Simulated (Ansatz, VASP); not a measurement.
**CdS in VASP and in Ansatz**

File INCAR:

```
ALGO     = Normal         # electronic algorithm
EDIFF    = 1E-7           # SCF threshold, eV
ENCUT    = 520            # plane-wave cutoff, eV
GGA      = CA             # functional
ISIF     = 2              # what is computed and relaxed
ISMEAR   = 0              # smearing method
LASPH    = T              # aspherical terms in the spheres
LCHARG   = F              # write CHGCAR
LREAL    = F              # projectors in reciprocal space
LWAVE    = F              # write WAVECAR
NBANDS   = 16             # bands
NELM     = 80             # most SCF steps
PREC     = Accurate       # precision mode
SIGMA    = 0.15           # smearing width, eV
```

The input KPOINTS:

```
k-points
0
Gamma
  16 16 16
```

The input POSCAR:

```
CdS
1.0
    0.0000000000      2.7119453400      2.7532440000
    2.7119453400      0.0000000000      2.7532440000
    2.7119453400      2.7119453400      0.0000000000
Cd S
1 1
Direct
    0.0000000000      0.0000000000      0.0000000000
    0.5000000000      0.5000000000      0.5000000000
```

Input for Ansatz:

```yaml
crystal:
  lattice:
    - [0.0, 2.71194534, 2.753244]
    - [2.71194534, 0.0, 2.753244]
    - [2.71194534, 2.71194534, 0.0]
  atoms:
    - { symbol: Cd, position: [0.0, 0.0, 0.0] }
    - { symbol: S, position: [0.5, 0.5, 0.5] }
basis:
  ecutwfc: 420
kpoints:
  mp_grid: { grid: [16, 16, 16] }
hamiltonian:
  xc: lda
scf:
  occupations: { method: gaussian, width: 0.15 }
output:
  forces: true
  stress: true
  eigenvalues: true
```

Change from the starting cell: strain -0.015 along x and y, +0.000 along z, atoms carried along.

Alike in both runs: task single point; functional LDA; k mesh 16 × 16 × 16; occupations gaussian, width 0.15 eV; no spin polarisation.

|  | VASP | Ansatz |
| --- | --- | --- |
| version | VASP 6.6.1 | Ansatz 0.2.0 |
| potentials or method | VASP PAW LDA potentials, release 64 (Cd, S), cutoff 520 eV | scalar-relativistic, plane waves, PAW |
| valence electrons in the cell | 18 | 26 |

Ansatz gave:

```
gap on the k mesh at the Fermi level (eV)                     : none
pressure (GPa)                                                : -4.9
traceless stress, the component that is largest in VASP (GPa) : -0.62
```

Q: What did VASP give for the same quantities?

A: gap on the k mesh at the Fermi level (eV): none; pressure (GPa): -4.4; traceless stress, the component that is largest in VASP (GPa): -0.67.

LDA's correlation is that of Perdew and Zunger in VASP and of Perdew and Wang (1992) in Ansatz. A gap of «none» marks a metal or a gap that the smearing closes. VASP's potentials hold 18 valence electrons a cell and Ansatz's 26, so a difference there can come from the potentials and not from the codes.
